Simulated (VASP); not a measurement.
Here is a VASP 6.6.1 calculation.

INCAR

```
PREC = Accurate
ENCUT = 520
EDIFF = 1E-6
ISMEAR = 0
SIGMA = 0.15
LREAL = False
LASPH = True
NELM = 60
ALGO = Normal
ISIF = 2
LWAVE = False
LCHARG = False
GGA = PE
NBANDS = 66
```

File KPOINTS:

```
regular mesh
0
Gamma
  15 15 4
```

File POSCAR:

```
Ge
1.0
    3.9628845326      0.0000000000      0.0000000000
   -1.9814422663      3.4319586775      0.0000000000
    0.0000000000      0.0000000000     14.0385184568
Ge
8
Direct
    0.0000000000      0.0000000000      0.4095866298
    0.0000000000      0.0000000000      0.5904133702
    0.0000000000      0.0000000000      0.9095866298
    0.0000000000      0.0000000000      0.0904133702
    0.3333333333      0.6666666667      0.3442031336
    0.6666666667      0.3333333333      0.6557968664
    0.6666666667      0.3333333333      0.8442031336
    0.3333333333      0.6666666667      0.1557968664
```

Potentials or basis: VASP PAW PBE potentials, release 64 (Ge_d).

Run with:

```console
$ cat potpaw_PBE.64/Ge_d/POTCAR > POTCAR
$ mpirun -np 1 vasp_std > vasp.out
```

(1) Estimate the largest force.

(2) What does it give for the band gap on the k mesh?

(3) Predict the pressure.

## Answers

(1) 0.315 eV/Å.

(2) zero (bands 56 and 57 overlap by 0.34 eV).

(3) 0.4 GPa.

Caveat: the stress differs along the axes, from -6 to 3 GPa; semilocal functionals underestimate gaps, and a narrow one can read as zero.
